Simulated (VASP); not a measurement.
# C (R-3m) in VASP: single point with PBEsol

Aim: the single point of C with PBEsol.

Program: VASP 6.6.1. These are calculated values, not measurements. Logs are shortened: lines on timing, memory, paths and dates and some standing lists are left out, and cuts for length are marked.

**1. The cell of the first run**

The structure is trigonal, space group R-3m (No. 166). The conventional cell has a = 2.456 Å, b = 2.456 Å, c = 10.041 Å, α = 90.00°, β = 90.00°, γ = 120.00°. C (site symmetry 3m) has 3 C at 1.42 Å within 1.9 Å.

**2. Single point, PBEsol**

INCAR reads:

```
PREC = Accurate
ENCUT = 520
EDIFF = 1E-7
ISMEAR = -1
SIGMA = 0.03
LREAL = F
LASPH = T
NELM = 80
ALGO = Normal
ISIF = 2
LWAVE = F
LCHARG = T
GGA = PS
LELF = T
LVHAR = T
NBANDS = 11
```

KPOINTS reads:

```
regular mesh
0
Gamma
  17 17 17
```

POSCAR reads:

```
C
1.0
    1.2280263465      0.7090013417      3.3470108394
   -1.2280263465      0.7090013417      3.3470108394
    0.0000000000     -1.4180026834      3.3470108394
C
2
Direct
    0.1640000000      0.1640000000      0.1640000000
    0.8360000000      0.8360000000      0.8360000000
```

Potentials or basis: VASP PAW PBE potentials, release 64 (C).

On the command line:

```
$ cat potpaw_PBE.64/C/POTCAR > POTCAR
$ mpirun -np 1 vasp_std > vasp.out
```

OUTCAR:

```text
PREC = Accurate
   ENCUT = 520
   EDIFF = 1E-7
   ISMEAR = -1
   LREAL = F
   LASPH = T
   NELM = 80
   ISIF = 2
   GGA = PS

 ion  position               nearest neighbor table
   1  0.164  0.164  0.164-   2 1.42   2 1.42   2 1.42
   2  0.836  0.836  0.836-   1 1.42   1 1.42   1 1.42

  LATTYP: Found a trigonal (rhomboedric) cell.
 ALAT       =     3.6349983727
 COS(alpha) =     0.7717362630

  Lattice vectors:

 A1 = (   1.2280263465,   0.7090013417,   3.3470108394)
 A2 = (  -1.2280263465,   0.7090013417,   3.3470108394)
 A3 = (   0.0000000000,  -1.4180026834,   3.3470108394)

Analysis of symmetry for initial positions (statically):
=====================================================================
 Subroutine PRICEL returns:
 Original cell was already a primitive cell.

 Routine SETGRP: Setting up the symmetry group for a
 trigonal (rhombohedral) supercell.

 Subroutine GETGRP returns: Found 12 space group operations
 (whereof 12 operations were pure point group operations)
 out of a pool of 12 trial point group operations.

The static configuration has the point symmetry D_3d.

Analysis of symmetry for dynamics (positions and initial velocities):
=====================================================================
 Subroutine PRICEL returns:
 Original cell was already a primitive cell.

 Routine SETGRP: Setting up the symmetry group for a
 trigonal (rhombohedral) supercell.

 Subroutine GETGRP returns: Found 12 space group operations
 (whereof 12 operations were pure point group operations)
 out of a pool of 12 trial point group operations.

The dynamic configuration has the point symmetry D_3d.

 Subroutine INISYM returns: Found 12 space group operations
 (whereof 12 operations are pure point group operations),
 and found     1 'primitive' translations

----------------------------------------------------------------------------------------

                                     Primitive cell

  volume of cell :      17.4849

  direct lattice vectors                    reciprocal lattice vectors
     1.228026347  0.709001342  3.347010839     0.407157388  0.235072428  0.099591352
    -1.228026347  0.709001342  3.347010839    -0.407157388  0.235072428  0.099591352
     0.000000000 -1.418002683  3.347010839     0.000000000 -0.470144855  0.099591352

  length of vectors
     3.634998373  3.634998373  3.634998373     0.480577384  0.480577384  0.480577384

  position of ions in fractional coordinates (direct lattice)
     0.164000000  0.164000000  0.164000000
     0.836000000  0.836000000  0.836000000

  ion indices of the primitive-cell ions
   primitive index   ion index
                 1           1
                 2           2

----------------------------------------------------------------------------------------

 KPOINTS: regular mesh

Automatic generation of k-mesh.
 Grid dimensions read from file:
 generate k-points for:   17   17   17

 Generating k-lattice:

  Cartesian coordinates                     Fractional coordinates (reciprocal lattice)
     0.023950435  0.013827790  0.005858315     0.058823529  0.000000000  0.000000000
    -0.023950435  0.013827790  0.005858315     0.000000000  0.058823529  0.000000000
     0.000000000 -0.027655580  0.005858315     0.000000000  0.000000000  0.058823529

  Length of vectors
     0.028269258  0.028269258  0.028269258

  Shift w.r.t. Gamma in fractional coordinates (k-lattice)
     0.000000000  0.000000000  0.000000000

 Subroutine IBZKPT returns following result:
 ===========================================

 Found    489 irreducible k-points:

 Following reciprocal coordinates:
            Coordinates               Weight
  0.000000  0.000000  0.000000      1.000000
  0.058824  0.000000  0.000000      6.000000
  0.117647  0.000000  0.000000      6.000000
  0.176471 -0.000000  0.000000      6.000000
  0.235294  0.000000  0.000000      6.000000
  0.294118 -0.000000  0.000000      6.000000
[... 16 lines left out ...]
 -0.176471  0.058824  0.000000     12.000000
 -0.117647  0.058824 -0.000000     12.000000
 [... further k-points ...]
   k-points           NKPTS =    489   k-points in BZ     NKDIM =    489   number of bands    NBANDS=     11
   number of dos      NEDOS =    301   number of ions     NIONS =      2
   total plane-waves  NPLWV =  21952
   dimension x,y,z NGX =    28 NGY =   28 NGZ =   28
   dimension x,y,z NGXF=    56 NGYF=   56 NGZF=   56
   ions per type =               2
   NGX,Y,Z   is equivalent  to a cutoff of  12.81, 12.81, 12.81 a.u.
   NGXF,Y,Z  is equivalent  to a cutoff of  25.61, 25.61, 25.61 a.u.
 SYSTEM =  unknown system
   PREC   = accura    normal or accurate (medium, high low for compatibility)
   ISTART =      0    job   : 0-new  1-cont  2-samecut
   ICHARG =      2    charge: 1-file 2-atom 10-const
   ISPIN  =      1    spin polarized calculation?
   LNONCOLLINEAR =      F non collinear calculations
   LSORBIT =      F    spin-orbit coupling
   LASPH  =      T    aspherical Exc in radial PAW
   ENCUT  =  520.0 eV  38.22 Ry    6.18 a.u.   6.76  6.76  6.76*2*pi/ulx,y,z
   NELM   =     80;   NELMIN=  2; NELMDL= -5     # of ELM steps
   EDIFF  = 0.1E-06   stopping-criterion for ELM
   LREAL  =      F    real-space projection
   EDIFFG = 0.1E-05   stopping-criterion for IOM
   NSW    =      0    number of steps for IOM
   IBRION =     -1    ionic relax: 0-MD 1-quasi-New 2-CG
   NFREE  =      0    steps in history (QN), initial steepest desc. (CG)
   ISIF   =      2    stress and relaxation
   ISYM   =      2    0-nonsym 1-usesym 2-fastsym
   POTIM  = 0.5000    time-step for ionic-motion
   TEBEG  =    0.0;   TEEND  =   0.0 temperature during run
   PSTRESS=    0.0 pullay stress
   NELECT =       8.0000    total number of electrons
   NUPDOWN=      -1.0000    fix difference up-down
   EMIN   =  10.00;   EMAX   =-10.00  energy-range for DOS
   EFERMI =   0.00;   METHOD = LEGACY
   ISMEAR =    -1;   SIGMA  =   0.03  broadening in eV -4-tet -1-fermi 0-gaus
   EFERMI_NEDOS =   21; number of points for ismear=-14 and -15
   IALGO  =     38    algorithm
   IMIX   =      4    mixing-type and parameters
     AMIX     =   0.40;   BMIX     =  1.00
     AMIX_MAG =   1.60;   BMIX_MAG =  1.00
  volume/ion in A,a.u.               =       8.74        59.00
  Fermi-wavevector in a.u.,A,eV,Ry     =   1.261490  2.383870 21.651724  1.591357
  Thomas-Fermi vector in A             =   2.394946
   LORBIT       =      0    0 simple, 1 ext, 2 COOP (PROOUT), +10 PAW based schemes
   GGA     = PS    functional components
   LHFCALC =     F    Hartree Fock is set to
   AEXX    =    0.0000 exact exchange contribution
   IVDW    =     0    specifies the selected vdW correction
   LEPSILON=     F    determine dielectric tensor
   LRPA    =     F    only Hartree local field effects (RPA)
 non-spin polarized calculation
  energy-cutoff  :      520.00
  volume of cell :       17.48
 maximum number of plane-waves:       484
   NGX = 13   NGY = 13   NGZ = 13

 number of electron       8.0000000 magnetization

 Free energy of the ion-electron system (eV)
  ---------------------------------------------------
  ext. energy  EPLUGINS =         0.00000000
  ---------------------------------------------------
  free energy    TOTEN  =       -19.26170801 eV

  energy without entropy =      -19.26170404  energy(sigma->0) =      -19.26170603

 E-fermi :   4.7359     XC(G=0): -10.5895

 val. band max:        4.5466258335   @ k =  -0.1765   0.4706   0.1176
 cond. band min:       4.9252600097   @ k =  -0.1765   0.4706   0.1176
 fundamental gap:      0.3786341762
 Fermi energy:         4.7358562170

 k-point     1 :       0.0000    0.0000    0.0000
  band No.  band energies     occupation
      1     -15.0148      2.00000
      2      -1.9251      2.00000
      3       1.7548      2.00000
      4       1.7548      2.00000
      5       8.6426      0.00000
      6      13.1007      0.00000
      7      13.1007      0.00000
      8      16.2368      0.00000
      9      17.6914      0.00000
     10      27.2536      0.00000
     11      30.3839      0.00000

 k-point     2 :       0.0588    0.0000    0.0000
  band No.  band energies     occupation
      1     -14.9303      2.00000
      2      -1.8401      2.00000
      3       1.4207      2.00000
      4       1.5775      2.00000
      5       8.7600      0.00000
      6      13.1470      0.00000
      7      13.4577      0.00000
      8      15.9433      0.00000
      9      17.8339      0.00000
     10      27.5322      0.00000
     11      29.7093      0.00000

 k-point     3 :       0.1176    0.0000    0.0000
  band No.  band energies     occupation
      1     -14.6777      2.00000
      2      -1.5864      2.00000
      3       0.5104      2.00000
      4       1.1132      2.00000
      5       9.1100      0.00000
      6      13.1973      0.00000
      7      14.4546      0.00000
      8      15.1298      0.00000
      9      18.2856      0.00000
     10      27.9159      0.00000
     11      28.3215      0.00000

 k-point     4 :       0.1765   -0.0000    0.0000
  band No.  band energies     occupation
      1     -14.2585      2.00000
      2      -1.1785      2.00000
      3      -0.7699      2.00000
      4       0.5024      2.00000
      5       9.6768      0.00000
      6      13.1193      0.00000
      7      13.9668      0.00000
      8      15.9345      0.00000
      9      19.0268      0.00000
     10      26.1113      0.00000
     11      28.4024      0.00000
[... 239 lines left out ...]
 k-point    22 :      -0.2353    0.0588    0.0000
  band No.  band energies     occupation
      1     -13.2735      2.00000
      2      -3.0595      2.00000
      3      -0.6829      2.00000
      4      -0.0639      2.00000
      5      10.4840      0.00000
      6      11.8527      0.00000
      7      13.2979      0.00000
      8      18.1418      0.00000
      9      20.7007      0.00000
     10      23.3330      0.00000
     11      27.4550      0.00000

 k-point    23 :      -0.1765    0.0588    0.0000
  band No.  band energies     occupation
      1     -13.9340      2.00000
      2      -1.5587      2.00000
      3      -0.7371      2.00000
      4      -0.0532      2.00000
      5       9.9519      0.00000
      6      12.9300      0.00000
      7      13.5328      0.00000
      8      16.4850      0.00000
      9      19.8129      0.00000
     10      24.4997      0.00000
     11      28.5405      0.00000

 k-point    24 :      -0.1176    0.0588   -0.0000
  band No.  band energies     occupation
      1     -14.4323      2.00000
      2      -1.2801      2.00000
      3      -0.1958      2.00000
      4       0.6163      2.00000
      5       9.3435      0.00000
      6      13.3853      0.00000
      7      14.3996      0.00000
      8      15.0625      0.00000
      9      18.8398      0.00000
     10      26.2436      0.00000
     11      28.8944      0.00000

 [... further k-points ...]

------------------------ aborting loop because EDIFF is reached ----------------------------------------

  FORCE on cell =-STRESS in cart. coord.  units (eV):
  Direction    XX          YY          ZZ          XY          YZ          ZX
  --------------------------------------------------------------------------------------
  -------------------------------------------------------------------------------------
  Total        0.2561029      0.2561029      0.0931395      0.0000000     -0.0000000      0.0000000
  in kB       23.4672329     23.4672329      8.5345664      0.0000000     -0.0000000      0.0000000
  external PRESSURE =      18.4896774 kB  Pullay stress =       0.0000000 kB

 VOLUME and BASIS-vectors are now :
 -----------------------------------------------------------------------------
  energy-cutoff  :      520.00
  volume of cell :       17.48
      direct lattice vectors                 reciprocal lattice vectors
     1.228026347  0.709001342  3.347010839     0.407157388  0.235072428  0.099591352
    -1.228026347  0.709001342  3.347010839    -0.407157388  0.235072428  0.099591352
     0.000000000 -1.418002683  3.347010839     0.000000000 -0.470144855  0.099591352

 POSITION                                       TOTAL-FORCE (eV/Angst)
 -----------------------------------------------------------------------------------
      0.00000      0.00000      1.64673         0.000000     -0.000000      0.869822
      0.00000      0.00000      8.39430         0.000000      0.000000     -0.869822
 -----------------------------------------------------------------------------------
    total drift:                                0.000000     -0.000000      0.000000

  FREE ENERGIE OF THE ION-ELECTRON SYSTEM (eV)
  ---------------------------------------------------
  free  energy   TOTEN  =       -19.2617080085 eV

  energy  without entropy=      -19.2617040415  energy(sigma->0) =      -19.26170603
```

Wall time 1.9 min (1 thread of Intel Xeon Platinum 8488C (Sapphire Rapids), shared host); peak memory 0.2 GiB.

What came out:

- Free energy: -19.2617 eV
- Pressure: 1.8 GPa
- Largest force: 0.870 eV/Å
- Band gap on the k mesh: 0.38 eV, direct

Forces on the atoms (eV/Å):
```
C    0.000  0.000  0.870
C    0.000  0.000 -0.870
```

Caveat: the PAW data sets were made with another functional, which shifts forces and pressure a little. A k mesh can miss the band edges.
